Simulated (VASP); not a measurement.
A run of VASP 6.6.1 is set up as follows.

File POSCAR:

```
Pd
1.0
    0.0000000000      1.9067643606      1.9067643606
    1.9067643606      0.0000000000      1.9067643606
    1.9067643606      1.9067643606      0.0000000000
Pd
1
Direct
    0.0000000000      0.0000000000      0.0000000000
```

The input INCAR.step1:

```
PREC = Accurate
ENCUT = 520
EDIFF = 1E-5
ISMEAR = -1
SIGMA = 0.05
LREAL = F
LASPH = T
NELM = 60
ALGO = Normal
ISIF = 2
LWAVE = T
LCHARG = F
GGA = PE
NBANDS = 11
```

Contents of INCAR.step2:

```
PREC = Accurate
ENCUT = 520
EDIFF = 1E-7
ISMEAR = -1
SIGMA = 0.05
LREAL = F
LASPH = T
NELM = 60
ALGO = Normal
ISIF = 2
LWAVE = F
LCHARG = F
METAGGA = R2SCAN
LHFCALC = T
AEXX = 0.1
LMIXTAU = T
PRECFOCK = Normal
ISTART = 1
NBANDS = 11
```

Contents of KPOINTS:

```
regular mesh
0
Gamma
  6 6 6
```

Potentials or basis: VASP PAW PBE potentials, release 64 (Pd).

Launch:

```bash
$ cat potpaw_PBE.64/Pd/POTCAR > POTCAR
$ cp INCAR.step1 INCAR
$ mpirun -np 1 vasp_std > vasp.out
$ cp INCAR.step2 INCAR
$ mpirun -np 1 vasp_std > vasp.out
```

**Question.** Predict the pressure.

**Answer.** 14.1 GPa.

**Question.** Estimate the band gap on the k mesh.

**Answer.** Zero (band 5 reaches 10.85 eV, above the bottom of band 6 at 8.44 eV).

Caveat: the k points lie up to 0.48 Å⁻¹ apart; the PAW data sets were made with another functional, which shifts forces and pressure a little.
